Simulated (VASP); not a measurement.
Write the native input for VASP 6.6.1 that does the following.

```yaml
Task: single point
Functional: PBE
Potentials_or_basis: VASP PAW PBE potentials, release 64 (Na_pv, H)
Cutoff: 520 eV
k_mesh: 12 × 12 × 4
Occupations: fermi-dirac, width 0.02 eV
Spin: no spin polarisation
Dipole_correction: no
Further_INCAR_settings: ALGO = Normal; EDIFF = 1e-06; NBANDS = 16
```

The structure of NaH lies in POSCAR:

```
NaH
1.0
    3.3191587685     -0.0278809337      0.0000000000
   -1.6837249811      2.8884162795      0.0000000000
    0.0000000000      0.0000000000      5.8309537772
Na H
2 2
Direct
    0.0000000000      0.0000000000      0.0000000000
    0.0000000000      0.0000000000      0.5000000000
    0.3333333333      0.6666666667      0.2500000000
    0.6666666667      0.3333333333      0.7500000000
```

This cell differs from its parent crystal: shear xy strain -1.7%.

The input as run:

INCAR

```
PREC = Accurate ; ENCUT = 520
EDIFF = 1E-6 ; ISMEAR = -1
SIGMA = 0.02 ; LREAL = False
LASPH = True ; NELM = 60
ALGO = Normal ; ISIF = 2
LWAVE = False ; LCHARG = False
GGA = PE ; NBANDS = 16
```

KPOINTS

```
regular mesh
0
Gamma
  12 12 4
```

Potentials or basis: VASP PAW PBE potentials, release 64 (Na_pv, H).

Command:

```bash
$ cat potpaw_PBE.64/Na_pv/POTCAR potpaw_PBE.64/H/POTCAR > POTCAR
$ mpirun -np 1 vasp_std > vasp.out
```

It gave:

The pressure is 0.6 GPa and the band gap on the k mesh is 3.39 eV (least direct gap 4.49 eV).

Caveat: the cell differs from its parent crystal (shear xy strain -1.7%).

Wall time 100 s on 1 thread of Intel(R) Xeon(R) 6975P-C (Granite Rapids), with other jobs on the host, peak memory 0.29 GiB.
